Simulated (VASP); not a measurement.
A run of VASP 6.6.1 is set up as follows.

File INCAR:

```
PREC = Accurate
ENCUT = 700
EDIFF = 1E-6
ISMEAR = 0
SIGMA = 0.1
LREAL = False
LASPH = True
NELM = 120
ALGO = Normal
ISIF = 2
LWAVE = False
LCHARG = True
GGA = PE
LELF = True
LVHAR = True
NBANDS = 33
GGA_COMPAT = False
```

Contents of KPOINTS:

```
regular mesh
0
Gamma
  14 14 14
```

File POSCAR:

```
Cu2W
1.0
    0.0000000000      2.8958864905      2.8958864905
    2.8958864905      0.0000000000      2.8958864905
    2.8958864905      2.8958864905      0.0000000000
Cu W
2 1
Direct
    0.2500000000      0.2500000000      0.2500000000
    0.7500000000      0.7500000000      0.7500000000
    0.0000000000      0.0000000000      0.0000000000
```

Potentials or basis: VASP PAW PBE potentials, release 64 (Cu_sv_GW, W_sv).

Launch:

```sh
$ cat potpaw_PBE.64/Cu_sv_GW/POTCAR potpaw_PBE.64/W_sv/POTCAR > POTCAR
$ mpirun -np 1 vasp_std > vasp.out
```

(1) Estimate the band gap on the k mesh.

(2) Predict the pressure.

## Answers

(1) zero (band 26 reaches 7.04 eV, above the bottom of band 27 at 6.30 eV).

(2) -2.3 GPa.

Caveat: spin-orbit coupling is left out, which moves the levels of the heavy elements.
